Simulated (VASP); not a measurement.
Cs: single point with LDA

Crystal: Cs.

```
Cs
1.0
     5.50501    0.00000    0.00000
    -2.75250    4.76748    0.00000
     0.00000    0.00000    6.62641
Cs
2
Direct
  0.66667 0.33333 0.76098
  0.33333 0.66667 0.23902
```

```yaml
Program: VASP 6.6.1
Task: single point
Functional: LDA
Potentials_or_basis: VASP PAW LDA potentials, release 64 (Cs_sv)
Cutoff: 500 eV
k_mesh: 4 × 4 × 3
Occupations: fermi-dirac, width 0.1 eV
Spin: no spin polarisation
Dipole_correction: no
Further_INCAR_settings: ALGO = Normal; EDIFF = 1e-06; NBANDS = 16
```

| Property | Result |
| --- | --- |
| Pressure | 0.4 GPa |
| Largest force | 0.105 eV/Å |
| Band gap on the k mesh | zero (band 9 reaches 1.02 eV, above the bottom of band 10 at 0.87 eV) |

Forces in eV/Å, atoms in the order of the input:
```
Cs   0.000  0.000 -0.105
Cs   0.000  0.000  0.105
```

Stress tensor (GPa, compression positive):
```
0.20 0.00 0.00
0.00 0.20 0.00
0.00 0.00 0.79
```

Levels at points of the mesh, in eV from the Fermi level:
```csv
k point,band 6,band 7,band 8,band 9,band 10,band 11,band 12,band 13
"(0.00, 0.00, 0.00)",-10.44,-10.44,-10.36,-1.96,0.06,1.93,1.93,2.43
"(0.50, 0.00, 0.00)",-10.54,-10.51,-10.42,-0.29,0.17,0.56,1.11,1.79
```

Wall time 16 s on 1 thread of AMD EPYC 7R43 64-Core Processor (Zen 3) (shared host), peak memory 0.17 GiB.

Caveat: spin-orbit coupling is left out, which moves the levels of the heavy elements.
